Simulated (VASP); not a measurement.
# BaTe (P4/mmm) in VASP: further runs, part 2 of 2

VASP 6.6.1.

## 4. Single point, LDA (strain +0.0750 x Voigt [0, 0, 1, 0, 0, 0])

INCAR reads:

```
PREC = Accurate
ENCUT = 520
EDIFF = 1E-6
ISMEAR = 0
SIGMA = 0.05
LREAL = F
LASPH = T
NELM = 60
ALGO = Normal
ISIF = 2
LWAVE = F
LCHARG = T
GGA = CA
LELF = T
LVHAR = T
NBANDS = 15
```

KPOINTS reads:

```
Automatic mesh
0
Gamma
  8 8 8
```

POSCAR reads:

```
BaTe
1.0
    4.1166807260      0.0000000000      0.0000000000
    0.0000000000      4.1166807260      0.0000000000
    0.0000000000      0.0000000000      4.4254317804
Ba Te
1 1
Direct
    0.0000000000      0.0000000000      0.0000000000
    0.5000000000      0.5000000000      0.5000000000
```

Potentials or basis: VASP PAW LDA potentials, release 64 (Ba_sv, Te).

Launch:

```bash
$ cat potpaw_LDA.64/Ba_sv/POTCAR potpaw_LDA.64/Te/POTCAR > POTCAR
$ mpirun -np 1 vasp_std > vasp.out
```

OUTCAR:

```text
PREC = Accurate
   ENCUT = 520
   EDIFF = 1E-6
   ISMEAR = 0
   LREAL = F
   LASPH = T
   NELM = 60
   ISIF = 2
   GGA = CA

 ion  position               nearest neighbor table
   1  0.000  0.000  0.000-   2 3.66   2 3.66   2 3.66   2 3.66   2 3.66   2 3.66   2 3.66   2 3.66

   2  0.500  0.500  0.500-   1 3.66   1 3.66   1 3.66   1 3.66   1 3.66   1 3.66   1 3.66   1 3.66

  LATTYP: Found a simple tetragonal cell.
 ALAT       =     4.1166807260
 C/A-ratio  =     1.0750000000

  Lattice vectors:

 A1 = (   4.1166807260,   0.0000000000,   0.0000000000)
 A2 = (   0.0000000000,   4.1166807260,   0.0000000000)
 A3 = (   0.0000000000,   0.0000000000,   4.4254317804)

Analysis of symmetry for initial positions (statically):
=====================================================================
 Subroutine PRICEL returns:
 Original cell was already a primitive cell.

 Routine SETGRP: Setting up the symmetry group for a
 simple tetragonal supercell.

 Subroutine GETGRP returns: Found 16 space group operations
 (whereof 16 operations were pure point group operations)
 out of a pool of 16 trial point group operations.

The static configuration has the point symmetry D_4h.

Analysis of symmetry for dynamics (positions and initial velocities):
=====================================================================
 Subroutine PRICEL returns:
 Original cell was already a primitive cell.

 Routine SETGRP: Setting up the symmetry group for a
 simple tetragonal supercell.

 Subroutine GETGRP returns: Found 16 space group operations
 (whereof 16 operations were pure point group operations)
 out of a pool of 16 trial point group operations.

The dynamic configuration has the point symmetry D_4h.

 Subroutine INISYM returns: Found 16 space group operations
 (whereof 16 operations are pure point group operations),
 and found     1 'primitive' translations

----------------------------------------------------------------------------------------

                                     Primitive cell

  volume of cell :      74.9981

  direct lattice vectors                    reciprocal lattice vectors
     4.116680726  0.000000000  0.000000000     0.242914150  0.000000000  0.000000000
     0.000000000  4.116680726  0.000000000     0.000000000  0.242914150  0.000000000
     0.000000000  0.000000000  4.425431780     0.000000000  0.000000000  0.225966651

  length of vectors
     4.116680726  4.116680726  4.425431780     0.242914150  0.242914150  0.225966651

  position of ions in fractional coordinates (direct lattice)
     0.000000000  0.000000000  0.000000000
     0.500000000  0.500000000  0.500000000

  ion indices of the primitive-cell ions
   primitive index   ion index
                 1           1
                 2           2

----------------------------------------------------------------------------------------

 KPOINTS: Automatic mesh

Automatic generation of k-mesh.
 Grid dimensions read from file:
 generate k-points for:    8    8    8

 Generating k-lattice:

  Cartesian coordinates                     Fractional coordinates (reciprocal lattice)
[... 42 lines left out ...]
   k-points           NKPTS =     75   k-points in BZ     NKDIM =     75   number of bands    NBANDS=     15
   number of dos      NEDOS =    301   number of ions     NIONS =      2
   total plane-waves  NPLWV =  36864
   dimension x,y,z NGX =    32 NGY =   32 NGZ =   36
   dimension x,y,z NGXF=    64 NGYF=   64 NGZF=   72
   ions per type =               1   1
   NGX,Y,Z   is equivalent  to a cutoff of  12.92, 12.92, 13.52 a.u.
   NGXF,Y,Z  is equivalent  to a cutoff of  25.85, 25.85, 27.05 a.u.
 SYSTEM =  unknown system
   PREC   = accura    normal or accurate (medium, high low for compatibility)
   ISTART =      0    job   : 0-new  1-cont  2-samecut
   ICHARG =      2    charge: 1-file 2-atom 10-const
   ISPIN  =      1    spin polarized calculation?
   LNONCOLLINEAR =      F non collinear calculations
   LSORBIT =      F    spin-orbit coupling
   LASPH  =      T    aspherical Exc in radial PAW
   ENCUT  =  520.0 eV  38.22 Ry    6.18 a.u.   7.65  7.65  8.23*2*pi/ulx,y,z
   NELM   =     60;   NELMIN=  2; NELMDL= -5     # of ELM steps
   EDIFF  = 0.1E-05   stopping-criterion for ELM
   LREAL  =      F    real-space projection
   EDIFFG = 0.1E-04   stopping-criterion for IOM
   NSW    =      0    number of steps for IOM
   IBRION =     -1    ionic relax: 0-MD 1-quasi-New 2-CG
   NFREE  =      0    steps in history (QN), initial steepest desc. (CG)
   ISIF   =      2    stress and relaxation
   ISYM   =      2    0-nonsym 1-usesym 2-fastsym
   POTIM  = 0.5000    time-step for ionic-motion
   TEBEG  =    0.0;   TEEND  =   0.0 temperature during run
   PSTRESS=    0.0 pullay stress
   NELECT =      16.0000    total number of electrons
   NUPDOWN=      -1.0000    fix difference up-down
   EMIN   =  10.00;   EMAX   =-10.00  energy-range for DOS
   EFERMI =   0.00;   METHOD = LEGACY
   ISMEAR =     0;   SIGMA  =   0.05  broadening in eV -4-tet -1-fermi 0-gaus
   EFERMI_NEDOS =   21; number of points for ismear=-14 and -15
   IALGO  =     38    algorithm
   IMIX   =      4    mixing-type and parameters
     AMIX     =   0.40;   BMIX     =  1.00
     AMIX_MAG =   1.60;   BMIX_MAG =  1.00
  volume/ion in A,a.u.               =      37.50       253.06
  Fermi-wavevector in a.u.,A,eV,Ry     =   0.978209  1.848546 13.019307  0.956892
  Thomas-Fermi vector in A             =   2.108966
   LORBIT       =      0    0 simple, 1 ext, 2 COOP (PROOUT), +10 PAW based schemes
   GGA     = CA    functional components
   LHFCALC =     F    Hartree Fock is set to
   AEXX    =    0.0000 exact exchange contribution
   IVDW    =     0    specifies the selected vdW correction
   LEPSILON=     F    determine dielectric tensor
   LRPA    =     F    only Hartree local field effects (RPA)
 non-spin polarized calculation
 Gauss-broadening in eV      SIGMA  =   0.05
  energy-cutoff  :      520.00
  volume of cell :       75.00
 maximum number of plane-waves:      2060
 NGX is ok and might be reduce to    32
   NGX = 15   NGY = 15   NGZ = 17

 number of electron      16.0000000 magnetization

 Free energy of the ion-electron system (eV)
  ---------------------------------------------------
  ext. energy  EPLUGINS =         0.00000000
  ---------------------------------------------------
  free energy    TOTEN  =        -9.29335872 eV

  energy without entropy =       -9.29335854  energy(sigma->0) =       -9.29335863

 E-fermi :   4.2164     XC(G=0):  -9.1865

 val. band max:        4.0832361506   @ k =   0.5000   0.0000   0.5000
 cond. band min:       4.3433137924   @ k =   0.0000   0.0000   0.0000
 fundamental gap:      0.2600776418
 Fermi energy:         4.2164012870

 k-point     1 :       0.0000    0.0000    0.0000
  band No.  band energies     occupation
      1     -24.1530      2.00000
      2      -9.2323      2.00000
      3      -9.1651      2.00000
      4      -9.1651      2.00000
      5      -6.6576      2.00000
      6       3.1058      2.00000
      7       3.7157      2.00000
      8       3.7157      2.00000
      9       4.3433      0.00033
     10       4.4646      0.00000
     11       6.2518      0.00000
     12       8.2862      0.00000
     13       8.2862      0.00000
     14       8.7579      0.00000
[... 401 lines left out ...]
      2      -9.8313      2.00000
      3      -9.1962      2.00000
      4      -9.1769      2.00000
      5      -5.8455      2.00000
      6       0.6494      2.00000
      7       2.3244      2.00000
      8       3.1506      2.00000
      9       5.5938      0.00000
     10       7.2850      0.00000
     11       7.3924      0.00000
     12       9.1120      0.00000
     13       9.2054      0.00000
     14       9.6566      0.00000
     15      10.2016      0.00000

 [... further k-points ...]

------------------------ aborting loop because EDIFF is reached ----------------------------------------

  FORCE on cell =-STRESS in cart. coord.  units (eV):
  Direction    XX          YY          ZZ          XY          YZ          ZX
  --------------------------------------------------------------------------------------
  -------------------------------------------------------------------------------------
  Total       -0.1017741     -0.1017741     -2.5384792      0.0000000      0.0000000     -0.0000000
  in kB       -2.1741914     -2.1741914    -54.2293213      0.0000000      0.0000000     -0.0000000
  external PRESSURE =     -19.5259013 kB  Pullay stress =       0.0000000 kB

 VOLUME and BASIS-vectors are now :
 -----------------------------------------------------------------------------
  energy-cutoff  :      520.00
  volume of cell :       75.00
      direct lattice vectors                 reciprocal lattice vectors
     4.116680726  0.000000000  0.000000000     0.242914150  0.000000000  0.000000000
     0.000000000  4.116680726  0.000000000     0.000000000  0.242914150  0.000000000
     0.000000000  0.000000000  4.425431780     0.000000000  0.000000000  0.225966651

 POSITION                                       TOTAL-FORCE (eV/Angst)
 -----------------------------------------------------------------------------------
      0.00000      0.00000      0.00000         0.000000      0.000000      0.000000
      2.05834      2.05834      2.21272         0.000000      0.000000      0.000000
 -----------------------------------------------------------------------------------
    total drift:                                0.000000      0.000000     -0.000000

  FREE ENERGIE OF THE ION-ELECTRON SYSTEM (eV)
  ---------------------------------------------------
  free  energy   TOTEN  =        -9.2933587242 eV

  energy  without entropy=       -9.2933585450  energy(sigma->0) =       -9.29335863
```

OSZICAR:

```text
N       E                     dE             d eps       ncg     rms          rms(c)
DAV:   1     0.790041218371E+02    0.79004E+02   -0.64216E+03  2250   0.909E+02
DAV:   2    -0.471592962992E+01   -0.83720E+02   -0.77196E+02  3086   0.156E+02
DAV:   3    -0.931652141645E+01   -0.46006E+01   -0.45638E+01  3098   0.388E+01
DAV:   4    -0.944018861485E+01   -0.12367E+00   -0.12364E+00  3006   0.628E+00
DAV:   5    -0.944262941825E+01   -0.24408E-02   -0.24408E-02  3189   0.724E-01    0.385E+00
DAV:   6    -0.931462781237E+01    0.12800E+00   -0.96547E-02  2720   0.188E+00    0.241E+00
DAV:   7    -0.929435435719E+01    0.20273E-01   -0.76188E-02  2906   0.157E+00    0.699E-01
DAV:   8    -0.929352285561E+01    0.83150E-03   -0.15448E-02  2439   0.654E-01    0.178E-01
DAV:   9    -0.929353657978E+01   -0.13724E-04   -0.13381E-03  2624   0.225E-01    0.780E-02
DAV:  10    -0.929336318132E+01    0.17340E-03   -0.29311E-04  2600   0.112E-01    0.219E-02
DAV:  11    -0.929335948830E+01    0.36930E-05   -0.64589E-05  2726   0.386E-02    0.157E-02
DAV:  12    -0.929335872423E+01    0.76408E-06   -0.63678E-06  2635   0.133E-02
   1 F= -.92933587E+01 E0= -.92933586E+01  d E =-.179261E-06
```

Run time: 1.9 min. Hardware: 1 thread of AMD EPYC 7R13 (Zen 3), shared host; peak memory 0.19 GiB.

What came out:

```yaml
Free_energy: -9.2934 eV
Pressure: -2.0 GPa
Band_gap_on_the_k_mesh: 0.26 eV, indirect (least direct gap 0.49 eV)
```

Levels at points of the mesh, in eV from the valence-band top:
| k point | band 4 | band 5 | band 6 | band 7 | band 8 | band 9 | band 10 | band 11 | band 12 | band 13 |
| --- | --- | --- | --- | --- | --- | --- | --- | --- | --- | --- |
| (0.00, 0.00, 0.00) | -13.25 | -10.74 | -0.98 | -0.37 | -0.37 | 0.26 | 0.38 | 2.17 | 4.20 | 4.20 |
| (0.50, 0.00, 0.00) | -13.18 | -9.88 | -3.74 | -1.59 | -0.81 | 1.22 | 4.30 | 4.69 | 4.99 | 5.04 |
| (0.50, 0.50, 0.00) | -13.18 | -10.04 | -2.30 | -2.30 | -0.54 | 0.80 | 1.72 | 2.22 | 2.22 | 6.41 |
| (0.00, 0.00, 0.50) | -13.21 | -9.95 | -3.77 | -0.95 | -0.95 | 0.98 | 4.11 | 4.69 | 4.79 | 4.95 |
| (0.50, 0.00, 0.50) | -13.16 | -10.19 | -2.42 | -2.19 | 0.00 | 0.49 | 2.48 | 2.68 | 3.01 | 5.57 |
| (0.50, 0.50, 0.50) | -13.44 | -9.73 | -3.26 | -3.26 | -3.23 | 4.34 | 4.66 | 4.66 | 5.89 | 5.91 |

Caveat: the cell differs from its parent crystal (strain +0.0750 x Voigt [0, 0, 1, 0, 0, 0]); spin-orbit coupling is left out, which moves the levels of the heavy elements.

## 5. Summary

| cell | gap on the mesh (eV) | pressure (GPa) |
| --- | --- | --- |
| a = 4.117, b = 4.117, c = 3.705 Å, 2 atoms | none | 5.9 |
| a = 4.117, b = 4.117, c = 3.808 Å, 2 atoms | none | 4.4 |
| a = 4.117, b = 4.117, c = 4.425 Å, 2 atoms | 0.26 | -2.0 |

Alike in all rows: task single point; level LDA; potentials or basis VASP PAW LDA potentials, release 64 (Ba_sv, Te); no spin polarisation; k mesh 8 × 8 × 8; cutoff (eV) 520; smearing gaussian 0.05 eV.

Caveats: spin-orbit coupling is left out, which moves the levels of the heavy elements.

Total energies depend on the potentials used, so only differences within one code and one set of settings carry meaning.
